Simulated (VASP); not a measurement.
Input of a VASP 6.6.1 run:

File INCAR:

```
PREC     = Accurate       # precision mode
ENCUT    = 520            # plane-wave cutoff, eV
EDIFF    = 1E-6           # SCF threshold, eV
ISMEAR   = -1             # smearing method
SIGMA    = 0.15           # smearing width, eV
LREAL    = False          # projectors in reciprocal space
LASPH    = True           # aspherical terms in the spheres
NELM     = 80             # most SCF steps
ALGO     = Normal         # electronic algorithm
ISIF     = 2              # what is computed and relaxed
LWAVE    = False          # write WAVECAR
LCHARG   = True           # write CHGCAR
LDIPOL   = True         
IDIPOL   = 3            
DIPOL    = 0.5 0.5 0.500
GGA      = PS             # functional
LELF     = True           # ELF
LVHAR    = True         
LVACPOTAV= True         
EFIELD   = -0.1         
NBANDS   = 28             # bands
```

KPOINTS

```
Automatic mesh
0
Gamma
  3 3 1
```

The input POSCAR:

```
PbS
1.0
    4.2253234105      0.0000000000      0.0000000000
   -0.0000000092      4.2269191043      0.0000000000
    0.0000000000      0.0000000000     15.0213708086
Pb S
2 2
Direct
    0.5000000011      0.4614943248      0.4016312663
    0.0000000023      0.9618717599      0.6005690775
    0.0000000011      0.9504296902      0.3994309225
    0.5000000022      0.4508071253      0.5983687337
```

Potentials or basis: VASP PAW PBE potentials, release 64 (Pb_d, S).

Run with:

```console
$ cat potpaw_PBE.64/Pb_d/POTCAR potpaw_PBE.64/S/POTCAR > POTCAR
$ mpirun -np 1 vasp_std > vasp.out
```

Task: Predict the largest force.

Result: 0.857 eV/Å.

Task: Estimate the band gap on the k mesh.

Result: 2.15 eV, indirect (the least direct gap lies 2.0 meV higher).

Forces in eV/Å, atoms in the order of the input:
```
Pb   0.000  0.008  0.716
Pb   0.000  0.009 -0.857
S    0.000 -0.007  0.680
S    0.000 -0.010 -0.539
```

Caveat: the k points lie up to 0.50 Å⁻¹ apart; the PAW data sets were made with another functional, which shifts forces and pressure a little; spin-orbit coupling is left out, which moves the levels of the heavy elements.
